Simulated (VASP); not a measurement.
# MgO in VASP: single point with PBE

Aim: the single point of MgO with PBE.

All numbers are computed with VASP 6.6.1; they aren't measurements. Logs are shortened: lines on timing, memory, paths and dates and some standing lists are left out, and cuts for length are marked.

## (1) The cell of the first run

The cell holds a slab with vacuum, 6 atoms: a = 3.009 Å, b = 3.009 Å, c = 23.079 Å, α = 90.00°, β = 90.00°, γ = 120.00°.

## (2) Single point, PBE

The input, INCAR:

```
ALGO     = Normal         # electronic algorithm
DIPOL    = 0.5 0.5 0.305
EDIFF    = 1E-6           # SCF threshold, eV
ENCUT    = 520            # plane-wave cutoff, eV
GGA      = PE             # functional
GGA_COMPAT= False        
IDIPOL   = 3            
ISIF     = 2              # what is computed and relaxed
ISMEAR   = 0              # smearing method
LASPH    = True           # aspherical terms in the spheres
LCHARG   = True           # write CHGCAR
LDIPOL   = True         
LELF     = True           # ELF
LREAL    = False          # projectors in reciprocal space
LVACPOTAV= True         
LVHAR    = True         
LWAVE    = False          # write WAVECAR
NBANDS   = 21             # bands
NELM     = 120            # most SCF steps
NELMDL   = -8           
PREC     = Accurate       # precision mode
SIGMA    = 0.05           # smearing width, eV
```

The input, KPOINTS:

```
k-points
0
Gamma
  9 9 1
```

The input, POSCAR:

```
MgO
1.0
    3.0085896295      0.0000000000      0.0000000000
   -1.5042948148      2.6055150487      0.0000000000
    0.0000000000      0.0000000000     23.0790062001
O Mg
3 3
Direct
    0.3333333333      0.6666666667      0.1733176882
    0.0000000000      0.0000000000      0.2797565497
    0.6666666667      0.3333333333      0.3878542222
    0.6666666667      0.3333333333      0.2265371189
    0.3333333333      0.6666666667      0.3281913936
    0.0000000000      0.0000000000      0.4367175134
```

Potentials or basis: VASP PAW PBE potentials, release 64 (O, Mg).

Command:

```
> cat potpaw_PBE.64/O/POTCAR potpaw_PBE.64/Mg/POTCAR > POTCAR
> mpirun -np 1 vasp_std > vasp.out
```

OUTCAR:

```text
EDIFF = 1E-6
   ENCUT = 520
   GGA = PE
   ISIF = 2
   ISMEAR = 0
   LASPH = True
   LREAL = False
   NELM = 120
   NELMDL = -8
   PREC = Accurate

 ion  position               nearest neighbor table
   1  0.333  0.667  0.173-   4 2.13   4 2.13   4 2.13
   2  0.000  0.000  0.280-   5 2.07   5 2.07   5 2.07   4 2.13   4 2.13   4 2.13
   3  0.667  0.333  0.388-   6 2.07   6 2.07   6 2.07   5 2.22   5 2.22   5 2.22
   4  0.667  0.333  0.227-   1 2.13   1 2.13   1 2.13   2 2.13   2 2.13   2 2.13   5 2.92   5 2.92
                             5 2.92
   5  0.333  0.667  0.328-   2 2.07   2 2.07   2 2.07   3 2.22   3 2.22   3 2.22   4 2.92   4 2.92
                             4 2.92   6 3.05   6 3.05   6 3.05
   6  0.000  0.000  0.437-   3 2.07   3 2.07   3 2.07   5 3.05   5 3.05   5 3.05

  LATTYP: Found a hexagonal cell.
 ALAT       =     3.0085896295
 C/A-ratio  =     7.6710382745

  Lattice vectors:

 A1 = (   3.0085896295,   0.0000000000,   0.0000000000)
 A2 = (  -1.5042948148,   2.6055150487,   0.0000000000)
 A3 = (   0.0000000000,   0.0000000000,  23.0790062001)

Analysis of symmetry for initial positions (statically):
=====================================================================
 Subroutine PRICEL returns:
 Original cell was already a primitive cell.

 Routine SETGRP: Setting up the symmetry group for a
 hexagonal supercell.

 Subroutine GETGRP returns: Found  6 space group operations
 (whereof  6 operations were pure point group operations)
 out of a pool of 24 trial point group operations.

The static configuration has the point symmetry C_3v.

Analysis of symmetry for dynamics (positions and initial velocities):
=====================================================================
 Subroutine PRICEL returns:
 Original cell was already a primitive cell.

 Routine SETGRP: Setting up the symmetry group for a
 hexagonal supercell.

 Subroutine GETGRP returns: Found  6 space group operations
 (whereof  6 operations were pure point group operations)
 out of a pool of 24 trial point group operations.

The dynamic configuration has the point symmetry C_3v.

 Subroutine INISYM returns: Found  6 space group operations
 (whereof  6 operations are pure point group operations),
 and found     1 'primitive' translations

----------------------------------------------------------------------------------------

                                     Primitive cell

  volume of cell :     180.9146

  direct lattice vectors                    reciprocal lattice vectors
     3.008589629  0.000000000  0.000000000     0.332381655  0.191900638  0.000000000
    -1.504294815  2.605515049  0.000000000     0.000000000  0.383801276  0.000000000
     0.000000000  0.000000000 23.079006200     0.000000000  0.000000000  0.043329422

  length of vectors
     3.008589629  3.008589630 23.079006200     0.383801276  0.383801276  0.043329422

  position of ions in fractional coordinates (direct lattice)
     0.333333333  0.666666667  0.173317688
     0.000000000  0.000000000  0.279756550
     0.666666667  0.333333333  0.387854222
     0.666666667  0.333333333  0.226537119
     0.333333333  0.666666667  0.328191394
     0.000000000  0.000000000  0.436717513

  ion indices of the primitive-cell ions
   primitive index   ion index
                 1           1
                 2           2
                 3           3
                 4           4
                 5           5
                 6           6

----------------------------------------------------------------------------------------

 KPOINTS: k-points

Automatic generation of k-mesh.
 Grid dimensions read from file:
 generate k-points for:    9    9    1

 Generating k-lattice:

  Cartesian coordinates                     Fractional coordinates (reciprocal lattice)
     0.036931295  0.021322293  0.000000000     0.111111111 -0.000000000  0.000000000
     0.000000000  0.042644586  0.000000000     0.000000000  0.111111111  0.000000000
     0.000000000  0.000000000  0.043329422     0.000000000  0.000000000  1.000000000

  Length of vectors
     0.042644586  0.042644586  0.043329422

  Shift w.r.t. Gamma in fractional coordinates (k-lattice)
     0.000000000  0.000000000  0.000000000

 Subroutine IBZKPT returns following result:
 ===========================================

 Found     12 irreducible k-points:

 Following reciprocal coordinates:
            Coordinates               Weight
  0.000000  0.000000  0.000000      1.000000
  0.111111  0.000000  0.000000      6.000000
  0.222222 -0.000000  0.000000      6.000000
  0.333333  0.000000  0.000000      6.000000
  0.444444 -0.000000  0.000000      6.000000
  0.111111  0.111111  0.000000      6.000000
  0.222222  0.111111  0.000000     12.000000
  0.333333  0.111111  0.000000     12.000000
  0.444444  0.111111  0.000000      6.000000
  0.222222  0.222222  0.000000      6.000000
  0.333333  0.222222  0.000000     12.000000
  0.333333  0.333333  0.000000      2.000000
   k-points           NKPTS =     12   k-points in BZ     NKDIM =     12   number of bands    NBANDS=     21
   number of dos      NEDOS =    301   number of ions     NIONS =      6
   total plane-waves  NPLWV = 103680
   dimension x,y,z NGX =    24 NGY =   24 NGZ =  180
   dimension x,y,z NGXF=    48 NGYF=   48 NGZF=  360
   ions per type =               3   3
   NGX,Y,Z   is equivalent  to a cutoff of  13.26, 13.26, 12.97 a.u.
   NGXF,Y,Z  is equivalent  to a cutoff of  26.52, 26.52, 25.93 a.u.
 SYSTEM =  unknown system
   PREC   = accura    normal or accurate (medium, high low for compatibility)
   ISTART =      0    job   : 0-new  1-cont  2-samecut
   ICHARG =      2    charge: 1-file 2-atom 10-const
   ISPIN  =      1    spin polarized calculation?
   LNONCOLLINEAR =      F non collinear calculations
   LSORBIT =      F    spin-orbit coupling
   LASPH  =      T    aspherical Exc in radial PAW
   ENCUT  =  520.0 eV  38.22 Ry    6.18 a.u.   5.59  5.59 42.91*2*pi/ulx,y,z
   NELM   =    120;   NELMIN=  2; NELMDL= -8     # of ELM steps
   EDIFF  = 0.1E-05   stopping-criterion for ELM
   LREAL  =      F    real-space projection
   EDIFFG = 0.1E-04   stopping-criterion for IOM
   NSW    =      0    number of steps for IOM
   IBRION =     -1    ionic relax: 0-MD 1-quasi-New 2-CG
   NFREE  =      0    steps in history (QN), initial steepest desc. (CG)
   ISIF   =      2    stress and relaxation
   ISYM   =      2    0-nonsym 1-usesym 2-fastsym
   POTIM  = 0.5000    time-step for ionic-motion
   TEBEG  =    0.0;   TEEND  =   0.0 temperature during run
   PSTRESS=    0.0 pullay stress
   NELECT =      24.0000    total number of electrons
   NUPDOWN=      -1.0000    fix difference up-down
   EMIN   =  10.00;   EMAX   =-10.00  energy-range for DOS
   EFERMI =   0.00;   METHOD = LEGACY
   ISMEAR =     0;   SIGMA  =   0.05  broadening in eV -4-tet -1-fermi 0-gaus
   EFERMI_NEDOS =   21; number of points for ismear=-14 and -15
   IALGO  =     38    algorithm
   IMIX   =      4    mixing-type and parameters
     AMIX     =   0.40;   BMIX     =  1.00
     AMIX_MAG =   1.60;   BMIX_MAG =  1.00
  volume/ion in A,a.u.               =      30.15       203.48
  Fermi-wavevector in a.u.,A,eV,Ry     =   0.834938  1.577803  9.484905  0.697121
  Thomas-Fermi vector in A             =   1.948413
   LORBIT       =      0    0 simple, 1 ext, 2 COOP (PROOUT), +10 PAW based schemes
   GGA     = PE    functional components
   LHFCALC =     F    Hartree Fock is set to
   AEXX    =    0.0000 exact exchange contribution
   IVDW    =     0    specifies the selected vdW correction
   LEPSILON=     F    determine dielectric tensor
   LRPA    =     F    only Hartree local field effects (RPA)
 non-spin polarized calculation
 Gauss-broadening in eV      SIGMA  =   0.05
  energy-cutoff  :      520.00
  volume of cell :      180.91
 maximum number of plane-waves:      4908
 NGX is ok and might be reduce to    24
   NGX = 11   NGY = 11   NGZ = 85

 dipolmoment           0.000000      0.000000      0.010192 electrons x Angstroem

 number of electron      24.0000003 magnetization

 dipolmoment           0.000000      0.000000     -0.237879 electrons x Angstroem

 Free energy of the ion-electron system (eV)
  ---------------------------------------------------
  ext. energy  EPLUGINS =         0.00000000
  ---------------------------------------------------
  free energy    TOTEN  =       -30.33166049 eV

  energy without entropy =      -30.32417542  energy(sigma->0) =      -30.32791796

 E-fermi :  -3.2723     XC(G=0):  -4.4084

 val. band max:       -3.2980675096   @ k =   0.2222   0.1111   0.0000
 cond. band min:      -3.2688336861   @ k =   0.3333   0.0000   0.0000
 fundamental gap:      0.0292338235
 Fermi energy:        -3.2723200259

 k-point     1 :       0.0000    0.0000    0.0000
  band No.  band energies     occupation
      1     -23.0859      2.00000
      2     -22.0280      2.00000
      3     -18.9851      2.00000
      4     -10.0551      2.00000
      5      -7.8387      2.00000
      6      -6.8057      2.00000
[... 13 lines left out ...]
     20       6.4411      0.00000
     21       6.7065      0.00000

 k-point     2 :       0.1111    0.0000    0.0000
  band No.  band energies     occupation
      1     -22.9976      2.00000
      2     -21.9534      2.00000
      3     -18.9241      2.00000
      4      -9.9108      2.00000
      5      -7.9551      2.00000
      6      -7.1391      2.00000
[... 13 lines left out ...]
     20       6.3239      0.00000
     21       6.8787      0.00000
[... 199 lines left out ...]
      5      -9.1539      2.00000
      6      -8.5827      2.00000
[... 13 lines left out ...]
     20       6.1524      0.00000
     21       6.8257      0.00000

 k-point    12 :       0.3333    0.3333    0.0000
  band No.  band energies     occupation
      1     -22.1517      2.00000
      2     -21.2334      2.00000
      3     -18.3477      2.00000
      4      -9.4480      2.00000
      5      -9.3075      2.00000
      6      -8.8890      2.00000
[... 13 lines left out ...]
     20       6.3068      0.00000
     21       7.6526      0.00000

------------------------ aborting loop because EDIFF is reached ----------------------------------------

  FORCE on cell =-STRESS in cart. coord.  units (eV):
  Direction    XX          YY          ZZ          XY          YZ          ZX
  --------------------------------------------------------------------------------------
  -------------------------------------------------------------------------------------
  Total        0.3468562      0.3468562     -0.3169854     -0.0000000      0.0000000      0.0000000
  in kB        3.0717541      3.0717541     -2.8072180     -0.0000000      0.0000000      0.0000000
  external PRESSURE =       1.1120967 kB  Pullay stress =       0.0000000 kB

 VOLUME and BASIS-vectors are now :
 -----------------------------------------------------------------------------
  energy-cutoff  :      520.00
  volume of cell :      180.91
      direct lattice vectors                 reciprocal lattice vectors
     3.008589629  0.000000000  0.000000000     0.332381655  0.191900638  0.000000000
    -1.504294815  2.605515049  0.000000000     0.000000000  0.383801276  0.000000000
     0.000000000  0.000000000 23.079006200     0.000000000  0.000000000  0.043329422

 POSITION                                       TOTAL-FORCE (eV/Angst)
 -----------------------------------------------------------------------------------
     -0.00000      1.73701      4.00000         0.000000     -0.000000      1.483729
      0.00000      0.00000      6.45650        -0.000000      0.000000      1.348308
      1.50429      0.86851      8.95129         0.000000      0.000000     -0.027753
      1.50429      0.86851      5.22825        -0.000000      0.000000     -2.822019
     -0.00000      1.73701      7.57433        -0.000000     -0.000000      0.032259
      0.00000      0.00000     10.07901        -0.000000      0.000000     -0.014524
 -----------------------------------------------------------------------------------
    total drift:                                0.000000      0.000000      0.000793

  FREE ENERGIE OF THE ION-ELECTRON SYSTEM (eV)
  ---------------------------------------------------
  free  energy   TOTEN  =       -30.3316604925 eV

  energy  without entropy=      -30.3241754179  energy(sigma->0) =      -30.32791796

 vacuum level on the upper side and lower side of the slab         1.264         6.755
```

Wall time 3.9 min (1 thread of Intel Xeon 8259CL, shared host); peak memory 0.32 GiB.

Results:

```yaml
Free_energy: -30.3317 eV
Largest_force: 2.822 eV/Å
Band_gap_on_the_k_mesh: zero (bands 12 and 13 overlap by 0.44 eV)
```

Forces in eV/Å, atoms in the order of the input:
```
O    0.000  0.000  1.484
O    0.000  0.000  1.348
O    0.000  0.000 -0.028
Mg   0.000  0.000 -2.822
Mg   0.000  0.000  0.032
Mg   0.000  0.000 -0.015
```

The gap in the log of VASP goes by the Fermi energy; the results here count the filled bands.